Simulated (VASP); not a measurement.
# GaN in VASP: a series of runs

Runs on GaN. Level: LDA. Tasks: vibrations by perturbation theory.

All numbers are computed with VASP 6.6.1; they aren't measurements. Logs are shortened: lines on timing, memory, paths and dates and some standing lists are left out, and cuts for length are marked.

## 1. The cell of the first run

The structure is orthorhombic, space group Cmc2_1 (No. 36). The conventional cell has a = 3.168 Å, b = 5.432 Å, c = 5.138 Å, α = 90.00°, β = 90.00°, γ = 90.00°. Within 2.6 Å of Ga (site symmetry m) lie 4 N at 1.93 Å. Within 2.6 Å of N (site symmetry m) lie 4 Ga at 1.93 Å.

## 2. Vibrations by perturbation theory, LDA

Input file INCAR:

```
PREC = Accurate ; ENCUT = 520
EDIFF = 1E-8 ; ISMEAR = 0
SIGMA = 0.01 ; LREAL = F
LASPH = T ; NELM = 80
ALGO = Normal ; ISIF = 2
LWAVE = F ; LCHARG = T
GGA = CA ; NBANDS = 26
IBRION = 8 ; NSW = 1
LEPSILON = T
```

Input file KPOINTS:

```
regular mesh
0
Gamma
  8 8 5
```

Input file POSCAR:

```
GaN
1.0
    3.1675547629      0.0000000000      0.0000000000
   -1.5837773814      2.7158875404      0.0000000000
    0.0000000000      0.0000000000      5.1382821540
Ga N
2 2
Direct
    0.3330218504      0.6660437008     -0.0007046785
    0.6669781496      0.3339562992      0.4992953215
    0.3323360851      0.6646721703      0.3757046785
    0.6676639149      0.3353278297      0.8757046785
```

Potentials or basis: VASP PAW LDA potentials, release 64 (Ga_d, N).

On the command line:

```sh
$ cat potpaw_LDA.64/Ga_d/POTCAR potpaw_LDA.64/N/POTCAR > POTCAR
$ mpirun -np 1 vasp_std > vasp.out
```

OUTCAR:

```text
PREC = Accurate
   ENCUT = 520
   EDIFF = 1E-8
   ISMEAR = 0
   LREAL = F
   LASPH = T
   NELM = 80
   ISIF = 2
   GGA = CA
   IBRION = 8
   NSW = 1
   LEPSILON = T

 ion  position               nearest neighbor table
   1  0.333  0.666  0.999-   4 1.93   4 1.93   4 1.93   3 1.93
   2  0.667  0.334  0.499-   3 1.93   3 1.93   3 1.93   4 1.93
   3  0.332  0.665  0.376-   2 1.93   2 1.93   2 1.93   1 1.93
   4  0.668  0.335  0.876-   1 1.93   1 1.93   1 1.93   2 1.93

  Warning from LATTYP: Monoclinic adjustment (A1->A3, A2->A1, A3->A2)!
  LATTYP: Found a base centered orthorhombic cell.
 ALAT       =     3.1675547629
 B/A-ratio  =     1.7148164712
 C/A-ratio  =     1.6221604798

  Lattice vectors:

 A1 = (   1.5837773814,  -2.7158875404,   0.0000000000)
 A2 = (   1.5837773815,   2.7158875404,   0.0000000000)
 A3 = (   0.0000000000,   0.0000000000,   5.1382821540)

Analysis of symmetry for initial positions (statically):
=====================================================================
 Subroutine PRICEL returns:
 Original cell was already a primitive cell.

 Routine SETGRP: Setting up the symmetry group for a
 base centered orthorhombic supercell.

 Subroutine GETGRP returns: Found  4 space group operations
 (whereof  2 operations were pure point group operations)
 out of a pool of  8 trial point group operations.

The static configuration has the point symmetry C_1h.
 The point group associated with its full space group is C_2v.

Analysis of symmetry for dynamics (positions and initial velocities):
=====================================================================
 Subroutine PRICEL returns:
 Original cell was already a primitive cell.

 Routine SETGRP: Setting up the symmetry group for a
[... 975 lines left out ...]
 ---------------------------------------------------------------------------------
 ion    1
    1     2.59103     0.00000    -0.00000
    2     0.00000     2.57526    -0.00346
    3    -0.00000    -0.00348     2.71567
 ion    2
    1     2.59103     0.00000     0.00000
    2     0.00000     2.57526     0.00346
    3     0.00000     0.00348     2.71567
 ion    3
    1    -2.59103    -0.00000    -0.00000
    2    -0.00000    -2.57526    -0.00144
    3    -0.00000    -0.00373    -2.71567
 ion    4
    1    -2.59103    -0.00000     0.00000
    2    -0.00000    -2.57526     0.00144
    3     0.00000     0.00373    -2.71567

 INTERNAL STRAIN TENSOR FOR ION    4 for displacements in x,y,z  (eV/Angst):
          X           Y           Z          XY          YZ          ZX
  --------------------------------------------------------------------------------
  x     0.00000    -0.00000    -0.00000    10.28292     0.00000     5.90696
  y    10.09369   -10.62641    -0.12611    -0.00000     6.20516     0.00000
  z     5.82389     5.94511   -11.09087     0.00000    -0.15396    -0.00000

 SECOND DERIVATIVES (NOT SYMMETRIZED)
 ------------------------------------
               1X          1Y          1Z          2X          2Y          2Z          3X          3Y          3Z          4X          4Y          4Z
  1X   -14.225085   -0.000000    0.000000    0.485315    0.000000   -0.000000    1.037414    0.000000   -0.000000   12.702356    0.000000   -0.000000
  1Y    -0.000000  -14.226383    0.093969    0.000000    0.487951   -0.001207    0.000000    1.027547   -0.018209    0.000000   12.710885   -0.074554
  1Z     0.000000    0.093944  -21.215096    0.000000    0.003347    8.528813   -0.000000   -0.018197    7.541024   -0.000000   -0.079094    5.145259
  2X     0.485315    0.000000    0.000000  -14.225085   -0.000000   -0.000000   12.702356    0.000000    0.000000    1.037414    0.000000    0.000000
  2Y     0.000000    0.487951    0.001207   -0.000000  -14.226383   -0.093969    0.000000   12.710885    0.074554    0.000000    1.027547    0.018209
  2Z    -0.000000   -0.003347    8.528813   -0.000000   -0.093944  -21.215096    0.000000    0.079094    5.145259    0.000000    0.018197    7.541024
  3X     1.021650    0.000000   -0.000000   12.686229    0.000000    0.000000  -14.411796   -0.000000   -0.000000    0.703917    0.000000   -0.000000
  3Y     0.000000    1.011492   -0.017665    0.000000   12.692649    0.079781   -0.000000  -14.364370   -0.058936    0.000000    0.660229   -0.003180
  3Z    -0.000000   -0.019241    7.524188    0.000000    0.074567    5.129095   -0.000000   -0.057968  -18.973945    0.000000    0.002642    6.320662
  4X    12.686229    0.000000   -0.000000    1.021650    0.000000    0.000000    0.703917    0.000000    0.000000  -14.411796   -0.000000    0.000000
  4Y     0.000000   12.692649   -0.079781    0.000000    1.011492    0.017665    0.000000    0.660229    0.003180   -0.000000  -14.364370    0.058936
  4Z    -0.000000   -0.074567    5.129095    0.000000    0.019241    7.524188   -0.000000   -0.002642    6.320662    0.000000    0.057968  -18.973945

 Eigenvectors and eigenvalues of the dynamical matrix
 ----------------------------------------------------

   1 f  =   21.037697 THz   132.183751 2PiTHz  701.742051 cm-1    87.004886 meV
             X         Y         Z           dx          dy          dz
      0.000000  1.808900  5.134661     0.000000    0.001897    0.039090
      1.583777  0.906988  2.565520     0.000000    0.001897   -0.039090
     -0.000000  1.805175  1.930477    -0.000000   -0.004220   -0.706010
      1.583777  0.910713  4.499618    -0.000000   -0.004220    0.706010
[... 71 lines left out ...]
  12 f/i=    0.008026 THz     0.050430 2PiTHz    0.267723 cm-1     0.033193 meV
             X         Y         Z           dx          dy          dz
      0.000000  1.808900  5.134661    -0.000000   -0.000204    0.645139
      1.583777  0.906988  2.565520    -0.000000    0.000204    0.645139
     -0.000000  1.805175  1.930477    -0.000000    0.000072    0.289475
      1.583777  0.910713  4.499618    -0.000000   -0.000072    0.289475

--------------------------------------------------------------------------------------------------------

 MACROSCOPIC STATIC DIELECTRIC TENSOR IONIC CONTRIBUTION
 ------------------------------------------------------
           4.005079     0.000000    -0.000000
           0.000000     3.957291     0.000000
          -0.000000     0.000000     4.765854
 ------------------------------------------------------

 ELASTIC MODULI CONTR FROM IONIC RELAXATION (kBar)
 Direction    XX          YY          ZZ          XY          YZ          ZX
 --------------------------------------------------------------------------------
 XX        -688.9333    321.8745    376.6274     -0.0000      0.0000     -0.0000
 YY         321.8745   -748.4956    368.5643     -0.0000     -0.0000      0.0000
 ZZ         376.6274    368.5643   -701.7599      0.0000      0.0000     -0.0000
 XY          -0.0000     -0.0000      0.0000   -507.1054      0.0000     -0.0000
 YZ           0.0000     -0.0000      0.0000      0.0000   -171.6259     -0.0000
 ZX          -0.0000      0.0000     -0.0000     -0.0000     -0.0000   -186.5614
 --------------------------------------------------------------------------------

 PIEZOELECTRIC TENSOR IONIC CONTR  for field in x, y, z        (C/m^2)
          XX          YY          ZZ          XY          YZ          ZX
  --------------------------------------------------------------------------------
  x    -0.00000     0.00000    -0.00000    -0.00000    -0.00000    -0.81337
  y     0.00000    -0.00000     0.00000     0.00000    -0.77528    -0.00000
  z    -0.90667    -0.92167     1.72071    -0.00000    -0.00000     0.00000
```

Run time: 43 min. Hardware: 1 thread of Intel Xeon 8259CL, shared host; peak memory 0.55 GiB.

Results:

* Electronic dielectric tensor (diagonal): 5.68, 5.64, 5.80
* Born charges (mean of the diagonal): Ga +2.63; N -2.63 e
* Highest phonon frequency at Γ, LO-TO splitting left out: 702 cm⁻¹

Phonon frequencies in cm⁻¹ (negative: imaginary):
```
              q point                                frequencies
(0.000, 0.000, 0.000)  0 0 0 139 140 339 543 565 566 574 576 702
```

Electronic dielectric tensor:
```
5.68 0.00 0.00
0.00 5.64 0.00
0.00 0.00 5.80
```

Born effective charge tensors (e):
atom 1, Ga
```
2.59 0.00 0.00
0.00 2.58 0.00
0.00 0.00 2.72
```
atom 2, Ga
```
2.59 0.00 0.00
0.00 2.58 0.00
0.00 0.00 2.72
```
atom 3, N
```
-2.59  0.00  0.00
 0.00 -2.58  0.00
 0.00  0.00 -2.72
```
atom 4, N
```
-2.59  0.00  0.00
 0.00 -2.58  0.00
 0.00  0.00 -2.72
```

Caveat: the cell stands under pressure or tension, which shifts response properties.

## 3. Vibrations by perturbation theory, LDA

This run uses another cell than the first one, of 10.94 Å³/atom.

Input file INCAR:

```
ALGO = Normal ; EDIFF = 1E-8
ENCUT = 520 ; GGA = CA
IBRION = 8 ; ISIF = 2
ISMEAR = 0 ; LASPH = T
LCHARG = F ; LEPSILON = T
LREAL = F ; LWAVE = F
NELM = 100 ; NSW = 1
PREC = Accurate ; SIGMA = 0.01
```

Input file KPOINTS:

```
k-points
0
Gamma
  8 8 5
```

Input file POSCAR:

```
GaN
1.0
    3.1360368050      0.0000000000      0.0000000000
   -1.5680184025      2.7158875404      0.0000000000
    0.0000000000      0.0000000000      5.1382821540
Ga N
2 2
Direct
    0.3333333333      0.6666666667     -0.0002513813
    0.6666666667      0.3333333333      0.4997486187
    0.3333333333      0.6666666667      0.3752513813
    0.6666666667      0.3333333333      0.8752513813
```

Potentials or basis: VASP PAW LDA potentials, release 64 (Ga_d, N).

On the command line:

```sh
$ cat potpaw_LDA.64/Ga_d/POTCAR potpaw_LDA.64/N/POTCAR > POTCAR
$ mpirun -np 1 vasp_std > vasp.out
```

OUTCAR:

```text
EDIFF = 1E-8
   ENCUT = 520
   GGA = CA
   IBRION = 8
   ISIF = 2
   ISMEAR = 0
   LASPH = T
   LEPSILON = T
   LREAL = F
   NELM = 100
   NSW = 1
   PREC = Accurate

 ion  position               nearest neighbor table
   1  0.333  0.667  1.000-   4 1.92   4 1.92   4 1.92   3 1.93
   2  0.667  0.333  0.500-   3 1.92   3 1.92   3 1.92   4 1.93
   3  0.333  0.667  0.375-   2 1.92   2 1.92   2 1.92   1 1.93
   4  0.667  0.333  0.875-   1 1.92   1 1.92   1 1.92   2 1.93

  LATTYP: Found a hexagonal cell.
 ALAT       =     3.1360368050
 C/A-ratio  =     1.6384636002

  Lattice vectors:

 A1 = (   3.1360368050,   0.0000000000,   0.0000000000)
 A2 = (  -1.5680184025,   2.7158875404,   0.0000000000)
 A3 = (   0.0000000000,   0.0000000000,   5.1382821540)

Analysis of symmetry for initial positions (statically):
=====================================================================
 Subroutine PRICEL returns:
 Original cell was already a primitive cell.

 Routine SETGRP: Setting up the symmetry group for a
 hexagonal supercell.

 Subroutine GETGRP returns: Found 12 space group operations
 (whereof  6 operations were pure point group operations)
 out of a pool of 24 trial point group operations.

[... 908 lines left out ...]
  x     0.00000     0.00000     0.00000    10.75699     0.00000     6.27629
  y    10.75699   -10.75699     0.00000     0.00000     6.55024    -0.00000
  z     6.31140     6.31140   -11.36538     0.00000     0.00000     0.00000

 SECOND DERIVATIVES (NOT SYMMETRIZED)
 ------------------------------------
               1X          1Y          1Z          2X          2Y          2Z          3X          3Y          3Z          4X          4Y          4Z
  1X   -14.662771   -0.000000    0.000000    0.487880    0.000000    0.000000    1.003257    0.000000   -0.000000   13.171634    0.000000    0.000000
  1Y     0.000000  -14.662771    0.000000   -0.000000    0.487880    0.000000    0.000000    1.003257    0.000000    0.000000   13.171634    0.000000
  1Z     0.000000    0.000000  -21.725622    0.000000    0.000000    8.668057    0.000000    0.000000    7.787025    0.000000   -0.000000    5.270539
  2X     0.487880    0.000000    0.000000  -14.662771    0.000000   -0.000000   13.171634    0.000000    0.000000    1.003257    0.000000    0.000000
  2Y    -0.000000    0.487880    0.000000    0.000000  -14.662771   -0.000000    0.000000   13.171634    0.000000    0.000000    1.003257    0.000000
  2Z     0.000000    0.000000    8.668057    0.000000   -0.000000  -21.725622    0.000000    0.000000    5.270539    0.000000    0.000000    7.787025
  3X     0.991612    0.000000   -0.000000   13.157197   -0.000000   -0.000000  -14.839241    0.000000    0.000000    0.690432   -0.000000    0.000000
  3Y    -0.000000    0.991612    0.000000    0.000000   13.157197    0.000000    0.000000  -14.839241    0.000000   -0.000000    0.690432    0.000000
  3Z     0.000000    0.000000    7.769898    0.000000    0.000000    5.253749    0.000000    0.000000  -19.438141    0.000000    0.000000    6.414494
  4X    13.157197    0.000000    0.000000    0.991612    0.000000    0.000000    0.690432   -0.000000    0.000000  -14.839241    0.000000    0.000000
  4Y     0.000000   13.157197   -0.000000    0.000000    0.991612   -0.000000   -0.000000    0.690432    0.000000    0.000000  -14.839241    0.000000
  4Z     0.000000    0.000000    5.253749    0.000000   -0.000000    7.769898    0.000000    0.000000    6.414494   -0.000000    0.000000  -19.438141

 Eigenvectors and eigenvalues of the dynamical matrix
 ----------------------------------------------------

   1 f  =   21.269729 THz   133.641649 2PiTHz  709.481791 cm-1    87.964492 meV
             X         Y         Z           dx          dy          dz
     -0.000000  1.810592  5.136990     0.000000   -0.000000    0.040177
      1.568018  0.905296  2.567849     0.000000   -0.000000   -0.040177
     -0.000000  1.810592  1.928147     0.000000   -0.000000   -0.705964
      1.568018  0.905296  4.497289    -0.000000    0.000000    0.705964
[... 71 lines left out ...]
  12 f/i=    0.008027 THz     0.050435 2PiTHz    0.267752 cm-1     0.033197 meV
             X         Y         Z           dx          dy          dz
     -0.000000  1.810592  5.136990    -0.000000   -0.000000   -0.645139
      1.568018  0.905296  2.567849    -0.000000   -0.000000   -0.645139
     -0.000000  1.810592  1.928147    -0.000000   -0.000000   -0.289474
      1.568018  0.905296  4.497289    -0.000000   -0.000000   -0.289474

--------------------------------------------------------------------------------------------------------

 MACROSCOPIC STATIC DIELECTRIC TENSOR IONIC CONTRIBUTION
 ------------------------------------------------------
           3.874590    -0.000000     0.000000
          -0.000000     3.874590    -0.000000
           0.000000    -0.000000     4.661848
 ------------------------------------------------------

 ELASTIC MODULI CONTR FROM IONIC RELAXATION (kBar)
 Direction    XX          YY          ZZ          XY          YZ          ZX
 --------------------------------------------------------------------------------
 XX        -772.4497    326.0322    401.8290      0.0000     -0.0000     -0.0000
 YY         326.0322   -772.4497    401.8290     -0.0000      0.0000      0.0000
 ZZ         401.8290    401.8290   -723.3882      0.0000     -0.0000      0.0000
 XY           0.0000     -0.0000      0.0000   -549.2409     -0.0000      0.0000
 YZ           0.0000     -0.0000     -0.0000     -0.0000   -192.0911      0.0000
 ZX          -0.0000      0.0000      0.0000      0.0000      0.0000   -208.7809
 --------------------------------------------------------------------------------

 PIEZOELECTRIC TENSOR IONIC CONTR  for field in x, y, z        (C/m^2)
          XX          YY          ZZ          XY          YZ          ZX
  --------------------------------------------------------------------------------
  x    -0.00000     0.00000     0.00000     0.00000     0.00000    -0.84631
  y     0.00000     0.00000    -0.00000    -0.00000    -0.81178     0.00000
  z    -0.95986    -0.95986     1.72797    -0.00000     0.00000    -0.00000
```

OSZICAR:

```text
N       E                     dE             d eps       ncg     rms          rms(c)
DAV:   1     0.276305512410E+03    0.27631E+03   -0.18587E+04  1422   0.311E+03
DAV:   2     0.518899520086E+01   -0.27112E+03   -0.26304E+03  1440   0.533E+02
DAV:   3    -0.307625586712E+02   -0.35952E+02   -0.35646E+02  1560   0.156E+02
DAV:   4    -0.320933713650E+02   -0.13308E+01   -0.13274E+01  1758   0.322E+01
[... 252 lines left out ...]
RMM:   9    -0.245271426207E+00   -0.71625E-06    0.11533E-07  3249   0.114E-03    0.526E-05
RMM:  10    -0.245271104754E+00    0.32145E-06    0.50512E-08  3412   0.383E-04    0.232E-05
RMM:  11    -0.245271246090E+00   -0.14134E-06   -0.60786E-09  3424   0.150E-04    0.521E-06
RMM:  12    -0.245271291660E+00   -0.45570E-07    0.18768E-08  3408   0.675E-05    0.321E-06
RMM:  13    -0.245271286651E+00    0.50096E-08   -0.72364E-09  3420   0.275E-05    0.132E-06
 Linear response finished
```

stdout:

```text
POSCAR found type information on POSCAR GaN
 POSCAR found :  2 types and       4 ions
 scaLAPACK will be used
 LDA part: xc-table for (Slater(with rela. corr.)+CA(PZ))
 , standard interpolation
[... 103 lines left out ...]
 LRF_COMMUTATOR internal error: the vector H(1)-e(1) S(1) |phi(0)> is not orthog
 onal to |phi(0)> (1.398508733767220E-004,-6.078471059822732E-015)
 LRF_COMMUTATOR internal error: the vector H(1)-e(1) S(1) |phi(0)> is not orthog
 onal to |phi(0)> (1.074519940514017E-004,-2.428612866367530E-015)
 LRF_COMMUTATOR internal error: the vector H(1)-e(1) S(1) |phi(0)> is not orthog
 onal to |phi(0)> (1.134902411687338E-004,9.546383782194746E-014)
 LRF_COMMUTATOR internal error: the vector H(1)-e(1) S(1) |phi(0)> is not orthog
 onal to |phi(0)> (1.279372451285371E-004,-9.200973316580985E-015)
 LRF_COMMUTATOR internal error: the vector H(1)-e(1) S(1) |phi(0)> is not orthog
 onal to |phi(0)> (-1.505156952647246E-004,6.473988012345444E-015)
 LR
```

It took 25 min on 1 thread of AMD EPYC 7R43 (Zen 3), shared host; peak memory 0.4 GiB.

What came out:

```yaml
Electronic_dielectric_tensor_diagonal: 5.60, 5.60, 5.77
Born_charges_mean_of_the_diagonal: Ga +2.62; N -2.62 e
Highest_phonon_frequency_at_Γ_LO-TO_splitting_left_out: 709 cm⁻¹
```

Phonon frequencies in cm⁻¹ (negative: imaginary):
| q point | frequencies |
| --- | --- |
| (0.000, 0.000, 0.000) | 0 0 0 139 139 342 551 575 575 584 584 709 |

Electronic dielectric tensor:
```
5.60 0.00 0.00
0.00 5.60 0.00
0.00 0.00 5.77
```

Born effective charge tensors (e):
atom 1, Ga
```
2.58 0.00 0.00
0.00 2.58 0.00
0.00 0.00 2.71
```
atom 2, Ga
```
2.58 0.00 0.00
0.00 2.58 0.00
0.00 0.00 2.71
```
atom 3, N
```
-2.58  0.00  0.00
 0.00 -2.58  0.00
 0.00  0.00 -2.71
```
atom 4, N
```
-2.58  0.00  0.00
 0.00 -2.58  0.00
 0.00  0.00 -2.71
```

Caveat: the cell stands under pressure or tension, which shifts response properties.

(Continued in part 2 of 2.)
